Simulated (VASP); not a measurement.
The system is TiC.

```
CELL_PARAMETERS angstrom
3.14437 0.00000 0.00000
-1.57219 2.72311 0.00000
0.00000 0.00000 10.36127
ATOMIC_POSITIONS crystal
Ti 0.66667 0.33333 0.75000
Ti 0.00000 0.00000 0.00000
Ti 0.33333 0.66667 0.25000
Ti 0.00000 0.00000 0.50000
C 0.33333 0.66667 0.87500
C 0.66667 0.33333 0.12500
C 0.66667 0.33333 0.37500
C 0.33333 0.66667 0.62500
```

```yaml
Program: VASP 6.6.1
Task: relaxation of cell and atoms
Functional: PBE
Potentials_or_basis: VASP PAW PBE potentials, release 64 (Ti_sv, C)
Cutoff: 600 eV
k_mesh: 6 × 6 × 2
Occupations: gaussian, width 0.1 eV
Spin: no spin polarisation
```

At the start: pressure -17.3 GPa; volume 11.09 Å³/atom.

Question: Where does the relaxation end?

Answer: Over 5 steps the energy falls by 58.8 meV/atom and the volume is 10.19 Å³/atom (-8.1 %); space group P6_3/mmc (No. 194, to 0.1 Å) before and after.

Step by step:
```csv
step,energy change (eV),largest force (eV/Å),pressure (GPa),volume (Å³)
1,0.0000,0.2278,-17.32,88.72
2,0.1309,0.0331,28.17,74.17
3,-0.4560,0.1364,0.21,81.50
4,-0.4562,0.1339,0.63,81.36
5,-0.4704,0.0091,0.04,81.56
```

Final structure:
```xyz
8
Lattice="3.0873 0.0000 0.0000 -1.5437 2.6737 0.0000 0.0000 0.0000 9.8803" Properties=species:S:1:pos:R:3 pbc="T T T"
Ti    1.5437    0.8912    7.4102
Ti    0.0000    0.0000    9.8803
Ti    0.0000    1.7825    2.4701
Ti    0.0000    0.0000    4.9402
C     0.0000    1.7825    8.6559
C     1.5437    0.8912    1.2244
C     1.5437    0.8912    3.7157
C     0.0000    1.7825    6.1646
```

Caveat: the k points lie up to 0.39 Å⁻¹ apart in the final cell, too coarse for converged energies and pressures of a metal.
